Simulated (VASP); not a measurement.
# W3Se2 (P-3m1) in VASP: further runs

The runs below take W3Se2 through single point, with PBE.

Program: VASP 6.6.1. These are calculated values, not measurements. Logs are shortened: lines on timing, memory, paths and dates and some standing lists are left out, and cuts for length are marked.

## Step 1: The cell of the first run

Symmetry: P-3m1, No. 164, trigonal system. Conventional cell: a = 4.099 Å, b = 4.099 Å, c = 6.143 Å, α = 90.00°, β = 90.00°, γ = 120.00°. W (site symmetry -3m) has 6 Se at 2.61 Å and 6 W at 3.43 Å within 3.5 Å. Within 3.6 Å of W (site symmetry 3m) lie 5 Se at 2.57 to 3.57 Å and 6 W at 2.64 to 3.43 Å. Se (site symmetry 3m) has 7 W at 2.57 to 2.75 Å and 3 Se at 3.22 Å within 3.4 Å.

## Step 2: Single point, PBE

File INCAR:

```
PREC = Accurate ; ENCUT = 520
EDIFF = 1E-7 ; ISMEAR = 0
SIGMA = 0.1 ; LREAL = F
LASPH = T ; NELM = 100
ALGO = Normal ; ISIF = 2
LWAVE = F ; LCHARG = F
GGA = PE ; NBANDS = 35
```

File KPOINTS:

```
Automatic mesh
0
Gamma
  12 12 6
```

File POSCAR:

```
W3Se2
1.0
    4.0992172677      0.0000000000      0.0000000000
   -2.0496086338      3.5500262894      0.0000000000
    0.0000000000      0.0000000000      6.1427187897
W Se
3 2
Direct
    0.0000000000      0.0000000000      0.0000000000
    0.3333333333      0.6666666667      0.5960641316
    0.6666666667      0.3333333333      0.4039358684
    0.3333333333      0.6666666667      0.1772985761
    0.6666666667      0.3333333333      0.8227014239
```

Potentials or basis: VASP PAW PBE potentials, release 64 (W_sv, Se).

On the command line:

```
cat potpaw_PBE.64/W_sv/POTCAR potpaw_PBE.64/Se/POTCAR > POTCAR
mpirun -np 1 vasp_std > vasp.out
```

OUTCAR:

```text
PREC = Accurate
   ENCUT = 520
   EDIFF = 1E-7
   ISMEAR = 0
   LREAL = F
   LASPH = T
   NELM = 100
   ISIF = 2
   GGA = PE

 ion  position               nearest neighbor table
   1  0.000  0.000  0.000-   4 2.61   5 2.61   4 2.61   5 2.61   5 2.61   4 2.61   2 3.43   3 3.43
                             2 3.43   3 3.43   2 3.43   3 3.43
   2  0.333  0.667  0.596-   4 2.57   3 2.64   3 2.64   3 2.64   5 2.75   5 2.75   5 2.75   1 3.43
                             1 3.43   1 3.43
   3  0.667  0.333  0.404-   5 2.57   2 2.64   2 2.64   2 2.64   4 2.75   4 2.75   4 2.75   1 3.43
                             1 3.43   1 3.43
   4  0.333  0.667  0.177-   2 2.57   1 2.61   1 2.61   1 2.61   3 2.75   3 2.75   3 2.75
   5  0.667  0.333  0.823-   3 2.57   1 2.61   1 2.61   1 2.61   2 2.75   2 2.75   2 2.75

  LATTYP: Found a hexagonal cell.
 ALAT       =     4.0992172677
 C/A-ratio  =     1.4985101761

  Lattice vectors:

 A1 = (   4.0992172677,   0.0000000000,   0.0000000000)
 A2 = (  -2.0496086338,   3.5500262894,   0.0000000000)
 A3 = (   0.0000000000,   0.0000000000,   6.1427187897)

Analysis of symmetry for initial positions (statically):
=====================================================================
 Subroutine PRICEL returns:
 Original cell was already a primitive cell.

 Routine SETGRP: Setting up the symmetry group for a
 hexagonal supercell.

 Subroutine GETGRP returns: Found 12 space group operations
 (whereof 12 operations were pure point group operations)
 out of a pool of 24 trial point group operations.

The static configuration has the point symmetry D_3d.

Analysis of symmetry for dynamics (positions and initial velocities):
=====================================================================
 Subroutine PRICEL returns:
 Original cell was already a primitive cell.

 Routine SETGRP: Setting up the symmetry group for a
 hexagonal supercell.

 Subroutine GETGRP returns: Found 12 space group operations
 (whereof 12 operations were pure point group operations)
 out of a pool of 24 trial point group operations.

The dynamic configuration has the point symmetry D_3d.

 Subroutine INISYM returns: Found 12 space group operations
 (whereof 12 operations are pure point group operations),
 and found     1 'primitive' translations

----------------------------------------------------------------------------------------

                                     Primitive cell

  volume of cell :      89.3909

  direct lattice vectors                    reciprocal lattice vectors
     4.099217268  0.000000000  0.000000000     0.243949011  0.140844027  0.000000000
    -2.049608634  3.550026289  0.000000000     0.000000000  0.281688055  0.000000000
     0.000000000  0.000000000  6.142718790     0.000000000  0.000000000  0.162794364

  length of vectors
     4.099217268  4.099217268  6.142718790     0.281688055  0.281688055  0.162794364

  position of ions in fractional coordinates (direct lattice)
     0.000000000  0.000000000  0.000000000
     0.333333333  0.666666667  0.596064132
     0.666666667  0.333333333  0.403935868
     0.333333333  0.666666667  0.177298576
     0.666666667  0.333333333  0.822701424

  ion indices of the primitive-cell ions
   primitive index   ion index
                 1           1
                 2           2
                 3           3
                 4           4
                 5           5

----------------------------------------------------------------------------------------

 KPOINTS: Automatic mesh

Automatic generation of k-mesh.
 Grid dimensions read from file:
 generate k-points for:   12   12    6

 Generating k-lattice:

  Cartesian coordinates                     Fractional coordinates (reciprocal lattice)
     0.020329084  0.011737002  0.000000000     0.083333333  0.000000000  0.000000000
     0.000000000  0.023474005  0.000000000     0.000000000  0.083333333  0.000000000
     0.000000000  0.000000000  0.027132394     0.000000000  0.000000000  0.166666667

  Length of vectors
     0.023474005  0.023474005  0.027132394

  Shift w.r.t. Gamma in fractional coordinates (k-lattice)
     0.000000000  0.000000000  0.000000000

 Subroutine IBZKPT returns following result:
 ===========================================

 Found    100 irreducible k-points:

 Following reciprocal coordinates:
            Coordinates               Weight
  0.000000  0.000000  0.000000      1.000000
  0.083333 -0.000000  0.000000      6.000000
  0.166667  0.000000  0.000000      6.000000
  0.250000  0.000000  0.000000      6.000000
  0.333333  0.000000  0.000000      6.000000
  0.416667  0.000000  0.000000      6.000000
[... 16 lines left out ...]
  0.166667  0.000000  0.166667      6.000000
  0.000000  0.166667  0.166667      6.000000
 [... further k-points ...]
   k-points           NKPTS =    100   k-points in BZ     NKDIM =    100   number of bands    NBANDS=     35
   number of dos      NEDOS =    301   number of ions     NIONS =      5
   total plane-waves  NPLWV =  43200
   dimension x,y,z NGX =    30 NGY =   30 NGZ =   48
   dimension x,y,z NGXF=    60 NGYF=   60 NGZF=   96
   ions per type =               3   2
   NGX,Y,Z   is equivalent  to a cutoff of  12.17, 12.17, 12.99 a.u.
   NGXF,Y,Z  is equivalent  to a cutoff of  24.33, 24.33, 25.98 a.u.
 SYSTEM =  unknown system
   PREC   = accura    normal or accurate (medium, high low for compatibility)
   ISTART =      0    job   : 0-new  1-cont  2-samecut
   ICHARG =      2    charge: 1-file 2-atom 10-const
   ISPIN  =      1    spin polarized calculation?
   LNONCOLLINEAR =      F non collinear calculations
   LSORBIT =      F    spin-orbit coupling
   LASPH  =      T    aspherical Exc in radial PAW
   ENCUT  =  520.0 eV  38.22 Ry    6.18 a.u.   7.62  7.62 11.42*2*pi/ulx,y,z
   NELM   =    100;   NELMIN=  2; NELMDL= -5     # of ELM steps
   EDIFF  = 0.1E-06   stopping-criterion for ELM
   LREAL  =      F    real-space projection
   EDIFFG = 0.1E-05   stopping-criterion for IOM
   NSW    =      0    number of steps for IOM
   IBRION =     -1    ionic relax: 0-MD 1-quasi-New 2-CG
   NFREE  =      0    steps in history (QN), initial steepest desc. (CG)
   ISIF   =      2    stress and relaxation
   ISYM   =      2    0-nonsym 1-usesym 2-fastsym
   POTIM  = 0.5000    time-step for ionic-motion
   TEBEG  =    0.0;   TEEND  =   0.0 temperature during run
   PSTRESS=    0.0 pullay stress
   NELECT =      54.0000    total number of electrons
   NUPDOWN=      -1.0000    fix difference up-down
   EMIN   =  10.00;   EMAX   =-10.00  energy-range for DOS
   EFERMI =   0.00;   METHOD = LEGACY
   ISMEAR =     0;   SIGMA  =   0.10  broadening in eV -4-tet -1-fermi 0-gaus
   EFERMI_NEDOS =   21; number of points for ismear=-14 and -15
   IALGO  =     38    algorithm
   IMIX   =      4    mixing-type and parameters
     AMIX     =   0.40;   BMIX     =  1.00
     AMIX_MAG =   1.60;   BMIX_MAG =  1.00
  volume/ion in A,a.u.               =      17.88       120.65
  Fermi-wavevector in a.u.,A,eV,Ry     =   1.383912  2.615214 26.058034  1.915212
  Thomas-Fermi vector in A             =   2.508465
   LORBIT       =      0    0 simple, 1 ext, 2 COOP (PROOUT), +10 PAW based schemes
   GGA     = PE    functional components
   LHFCALC =     F    Hartree Fock is set to
   AEXX    =    0.0000 exact exchange contribution
   IVDW    =     0    specifies the selected vdW correction
   LEPSILON=     F    determine dielectric tensor
   LRPA    =     F    only Hartree local field effects (RPA)
 non-spin polarized calculation
 Gauss-broadening in eV      SIGMA  =   0.10
  energy-cutoff  :      520.00
  volume of cell :       89.39
 maximum number of plane-waves:      2441
   NGX = 15   NGY = 15   NGZ = 23

 number of electron      54.0000001 magnetization

 Free energy of the ion-electron system (eV)
  ---------------------------------------------------
  ext. energy  EPLUGINS =         0.00000000
  ---------------------------------------------------
  free energy    TOTEN  =       -41.06807025 eV

  energy without entropy =      -41.04758072  energy(sigma->0) =      -41.05782549

 E-fermi :   9.0836     XC(G=0): -12.0945

 val. band max:        9.0797718135   @ k =   0.0000   0.0000   0.0000
 cond. band min:       9.0859771977   @ k =   0.3333   0.0000   0.3333
 fundamental gap:      0.0062053842
 Fermi energy:         9.0835920110

 k-point     1 :       0.0000    0.0000    0.0000
  band No.  band energies     occupation
      1     -64.9555      2.00000
      2     -64.9273      2.00000
      3     -64.8203      2.00000
      4     -29.3931      2.00000
      5     -29.3931      2.00000
      6     -29.3272      2.00000
[... 27 lines left out ...]
     34      10.6791      0.00000
     35      13.3172      0.00000

 k-point     2 :       0.0833   -0.0000    0.0000
  band No.  band energies     occupation
      1     -64.9534      2.00000
      2     -64.9272      2.00000
      3     -64.8223      2.00000
      4     -29.4100      2.00000
      5     -29.3983      2.00000
      6     -29.3342      2.00000
[... 27 lines left out ...]
     34      11.0195      0.00000
     35      13.2768      0.00000

 k-point     3 :       0.1667    0.0000    0.0000
  band No.  band energies     occupation
      1     -64.9475      2.00000
      2     -64.9271      2.00000
      3     -64.8282      2.00000
      4     -29.4434      2.00000
      5     -29.4121      2.00000
      6     -29.3526      2.00000
[... 27 lines left out ...]
     34      11.5496      0.00000
     35      13.2175      0.00000
[... 723 lines left out ...]
 k-point    23 :       0.1667    0.0000    0.1667
  band No.  band energies     occupation
      1     -64.9475      2.00000
      2     -64.9272      2.00000
      3     -64.8282      2.00000
      4     -29.4413      2.00000
      5     -29.4114      2.00000
      6     -29.3520      2.00000
[... 27 lines left out ...]
     34      12.0810      0.00000
     35      13.2325      0.00000

 k-point    24 :       0.0000    0.1667    0.1667
  band No.  band energies     occupation
      1     -64.9474      2.00000
      2     -64.9272      2.00000
      3     -64.8282      2.00000
      4     -29.4427      2.00000
      5     -29.4126      2.00000
      6     -29.3554      2.00000
[... 27 lines left out ...]
     34      12.3428      0.00000
     35      12.9731      0.00000

 [... further k-points ...]
[... 5 lines left out ...]
  --------------------------------------------------------------------------------------
  -------------------------------------------------------------------------------------
  Total        0.2105409      0.2105409      0.1771553      0.0000000      0.0000000      0.0000000
  in kB        3.7735838      3.7735838      3.1752042      0.0000000      0.0000000      0.0000000
  external PRESSURE =       3.5741239 kB  Pullay stress =       0.0000000 kB

 VOLUME and BASIS-vectors are now :
 -----------------------------------------------------------------------------
  energy-cutoff  :      520.00
  volume of cell :       89.39
      direct lattice vectors                 reciprocal lattice vectors
     4.099217268  0.000000000  0.000000000     0.243949011  0.140844027  0.000000000
    -2.049608634  3.550026289  0.000000000     0.000000000  0.281688055  0.000000000
     0.000000000  0.000000000  6.142718790     0.000000000  0.000000000  0.162794364

 POSITION                                       TOTAL-FORCE (eV/Angst)
 -----------------------------------------------------------------------------------
      0.00000      0.00000      0.00000        -0.000000      0.000000      0.000000
     -0.00000      2.36668      3.66145         0.000000      0.000000      0.026197
      2.04961      1.18334      2.48126        -0.000000      0.000000     -0.026197
     -0.00000      2.36668      1.08910         0.000000     -0.000000     -0.007394
      2.04961      1.18334      5.05362        -0.000000      0.000000      0.007394
 -----------------------------------------------------------------------------------
    total drift:                               -0.000000      0.000000      0.000000

  FREE ENERGIE OF THE ION-ELECTRON SYSTEM (eV)
  ---------------------------------------------------
  free  energy   TOTEN  =       -41.0680702545 eV

  energy  without entropy=      -41.0475807169  energy(sigma->0) =      -41.05782549
```

It took 5.2 min on 1 thread of Intel Xeon Platinum 8259CL at 2.50GHz (Skylake/Cascade Lake), shared host; peak memory 0.38 GiB.

Results:

```
Free energy            : -41.0681 eV
Pressure               : 0.4 GPa
Largest force          : 0.026 eV/Å
Band gap on the k mesh : zero (bands 27 and 28 overlap by 1.39 eV)
```

Forces on the atoms (eV/Å):
```
W    0.000  0.000  0.000
W    0.000  0.000  0.026
W    0.000  0.000 -0.026
Se   0.000  0.000 -0.007
Se   0.000  0.000  0.007
```

Caveat: spin-orbit coupling is left out, which moves the levels of the heavy elements.

## Step 3: Single point, PBE, collinear spin

This run uses another cell than the first one, of 17.94 Å³/atom.

File INCAR:

```
SYSTEM = W3Se2
PREC     = Accurate       ! precision mode
ENCUT    = 520            ! plane-wave cutoff, eV
EDIFF    = 1E-6           ! SCF threshold, eV
ISMEAR   = 0              ! smearing method
SIGMA    = 0.1            ! smearing width, eV
LREAL    = .FALSE.        ! projectors in reciprocal space
LASPH    = .TRUE.         ! aspherical terms in the spheres
NELM     = 150            ! most SCF steps
ALGO     = Normal         ! electronic algorithm
ISIF     = 2              ! what is computed and relaxed
LWAVE    = .FALSE.        ! write WAVECAR
LCHARG   = .TRUE.         ! write CHGCAR
ISPIN    = 2              ! spin polarisation
MAGMOM   = 1.69 0 0 0 0   ! initial moments
LORBIT   = 11             ! projections on sites
LMAXMIX  = 4              ! l up to which the mixer works
GGA      = PE             ! functional
LELF     = .TRUE.         ! ELF
LVHAR    = .TRUE.       
NBANDS   = 39             ! bands
```

File KPOINTS:

```
regular mesh
0
G
  6 6 4
  0 0 0
```

File POSCAR:

```
W3Se2
1.0
    4.1074430354      0.0000000000      0.0000000000
   -2.0537215177      3.5571500133      0.0000000000
    0.0000000000      0.0000000000      6.1385942763
W Se
3 2
Direct
    0.0000000000      0.0000000000      0.0000000000
    0.3333333333      0.6666666667      0.5951941417
    0.6666666667      0.3333333333      0.4048058583
    0.3333333333      0.6666666667      0.1762044225
    0.6666666667      0.3333333333      0.8237955775
```

Potentials or basis: VASP PAW PBE potentials, release 64 (W_sv, Se).

On the command line:

```
cat potpaw_PBE.64/W_sv/POTCAR potpaw_PBE.64/Se/POTCAR > POTCAR
mpirun -np 1 vasp_std > vasp.out
```

OUTCAR:

```text
SYSTEM = W3Se2
   PREC = Accurate
   ENCUT = 520
   EDIFF = 1E-6
   ISMEAR = 0
   LREAL = .FALSE.
   LASPH = .TRUE.
   NELM = 150
   ISIF = 2
   ISPIN = 2
   LORBIT = 11
   GGA = PE

 ion  position               nearest neighbor table
   1  0.000  0.000  0.000-   4 2.61   5 2.61   5 2.61   4 2.61   5 2.61   4 2.61   2 3.43   3 3.43
                             2 3.43   3 3.43   3 3.43   2 3.43
   2  0.333  0.667  0.595-   4 2.57   3 2.64   3 2.64   3 2.64   5 2.76   5 2.76   5 2.76   1 3.43
                             1 3.43   1 3.43
   3  0.667  0.333  0.405-   5 2.57   2 2.64   2 2.64   2 2.64   4 2.76   4 2.76   4 2.76   1 3.43
[... 2253 lines left out ...]
     0.000000000  0.000000000  6.138594276     0.000000000  0.000000000  0.162903746

 POSITION                                       TOTAL-FORCE (eV/Angst)
 -----------------------------------------------------------------------------------
      0.00000      0.00000      0.00000         0.000000      0.000000      0.000000
     -0.00000      2.37143      3.65366        -0.000000      0.000000      0.025712
      2.05372      1.18572      2.48494         0.000000      0.000000     -0.025712
     -0.00000      2.37143      1.08165        -0.000000     -0.000000     -0.009407
      2.05372      1.18572      5.05695         0.000000     -0.000000      0.009407
 -----------------------------------------------------------------------------------
    total drift:                                0.000000      0.000000      0.000000

  FREE ENERGIE OF THE ION-ELECTRON SYSTEM (eV)
  ---------------------------------------------------
  free  energy   TOTEN  =       -41.0616890396 eV

  energy  without entropy=      -41.0426277223  energy(sigma->0) =      -41.05215838

 total charge

# of ion       s       p       d       tot
------------------------------------------
    1        2.331   6.165   3.499  11.995
    2        2.380   6.188   3.472  12.040
    3        2.380   6.188   3.472  12.040
    4        1.435   2.326   0.162   3.923
    5        1.435   2.326   0.162   3.923
--------------------------------------------------
tot          9.962  23.192  10.768  43.921

 magnetization (x)

# of ion       s       p       d       tot
------------------------------------------
    1        0.000   0.000   0.000   0.000
    2        0.000   0.000  -0.000  -0.000
    3        0.000   0.000  -0.000  -0.000
    4       -0.000  -0.000  -0.000  -0.000
    5       -0.000  -0.000  -0.000  -0.000
--------------------------------------------------
tot          0.000  -0.000   0.000   0.000
```

stdout:

```text
POSCAR found type information on POSCAR W Se
 POSCAR found :  2 types and       5 ions
 scaLAPACK will be used
 LDA part: xc-table for (Slater+PW92), standard interpolation
 POSCAR, INCAR and KPOINTS ok, starting setup
 FFT: planning ... GRIDC
 FFT: planning ... GRID_SOFT
 FFT: planning ... GRID
 WAVECAR not read
 entering main loop
```

Wall time 3 min (1 thread of Intel Xeon Platinum 8259CL at 2.50GHz (Skylake/Cascade Lake), shared host); peak memory 0.31 GiB.

Results:

- Free energy: -41.0617 eV
- Pressure: 0.2 GPa
- Largest force: 0.026 eV/Å
- Band gap on the k mesh: zero (filled and empty bands overlap)
- Net moment: 0.00 μB per cell
- Valence electrons inside the program's atomic spheres: W 11.99, 12.04 (each value once); Se 3.92

Forces on the atoms (eV/Å):
```
W    0.000  0.000  0.000
W    0.000  0.000  0.026
W    0.000  0.000 -0.026
Se   0.000  0.000 -0.009
Se   0.000  0.000  0.009
```

Levels at points of the mesh, in eV from the Fermi level:
Spin up:
```
           k point  band 23  band 24  band 25  band 26  band 27  band 28  band 29  band 30  band 31  band 32
(0.00, 0.00, 0.00)    -1.85    -1.50    -0.34    -0.34     0.01     0.27     0.27     0.91     0.91     1.54
(0.50, 0.00, 0.00)    -1.94    -1.13    -0.98    -0.82     0.14     0.16     0.34     1.52     1.99     2.24
(0.00, 0.00, 0.50)    -1.82    -1.82    -1.47    -1.47    -1.29    -1.23     1.95     2.15     2.52     2.52
(0.50, 0.00, 0.50)    -2.05    -1.23    -1.13    -0.37    -0.23     0.38     0.77     1.53     2.01     2.42
```
Spin down:
```
           k point  band 23  band 24  band 25  band 26  band 27  band 28  band 29  band 30  band 31  band 32
(0.00, 0.00, 0.00)    -1.85    -1.50    -0.34    -0.34     0.01     0.27     0.27     0.91     0.91     1.54
(0.50, 0.00, 0.00)    -1.94    -1.13    -0.98    -0.82     0.14     0.16     0.34     1.52     1.99     2.24
(0.00, 0.00, 0.50)    -1.82    -1.82    -1.47    -1.47    -1.29    -1.23     1.95     2.15     2.52     2.52
(0.50, 0.00, 0.50)    -2.05    -1.23    -1.13    -0.37    -0.23     0.38     0.77     1.53     2.01     2.42
```

Caveat: spin-orbit coupling is left out, which moves the levels of the heavy elements.

The gap in the log of VASP goes by the Fermi energy; the results here count the filled bands.